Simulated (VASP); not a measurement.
Runs of VASP 6.6.1 on Fe. The structure is that of space group Im-3m (No. 229), or close to it. The cells are those of the table. 

| task | cell | k mesh | cutoff (eV) | gap on the mesh (eV) | pressure (GPa) |
| --- | --- | --- | --- | --- | --- |
| single point | a = 2.364 Å, angles 109.5°, 1 atom | 26 × 26 × 26 | 520 | none | (c) |
| single point | a = 2.455 Å, angles 109.5°, 1 atom | 26 × 26 × 26 | 660 | none | -25.2 |
| single point | a = 2.299 Å, angles 109.5°, 1 atom | 26 × 26 × 26 | 660 | none | 30.4 |
| single point | a = 2.332 Å, angles 109.5°, 1 atom | 26 × 26 × 26 | 660 | none | 13.8 |
| single point | a = 2.364 Å, angles 109.5°, 1 atom | 26 × 26 × 26 | 660 | none | 0.6 |
| single point | a = 2.266 Å, angles 109.5°, 1 atom | 26 × 26 × 26 | 660 | none | 51.3 |
| relaxation of cell and atoms | relaxed from a = 2.482 Å, angles 109.5°, 1 atom | 15 × 15 × 15 | 660 | none | 0.0 |
| single point | a = 2.395 Å, angles 109.5°, 1 atom | 26 × 26 × 26 | 660 | none | (b) |
| single point | a = 2.426 Å, angles 109.5°, 1 atom | 26 × 26 × 26 | 660 | none | -18.4 |
| single point | a = 2.364 Å, angles 109.5°, 1 atom | 15 × 15 × 15 | 660 | none | (a) |

Alike in all rows: level r2SCAN; potentials or basis VASP PAW PBE potentials, release 64 (Fe); no spin polarisation; smearing fermi-dirac 0.1 eV.

**Question.** Fill in the values left out.

**Answer.** (a) 0.5; (b) -10.0; (c) 0.7.

Caveats: the PAW data sets were made with another functional, which shifts forces and pressure a little; the run has no spin polarisation, though such a crystal can be magnetic.

A gap of «none» marks levels without a gap at the run's occupations.
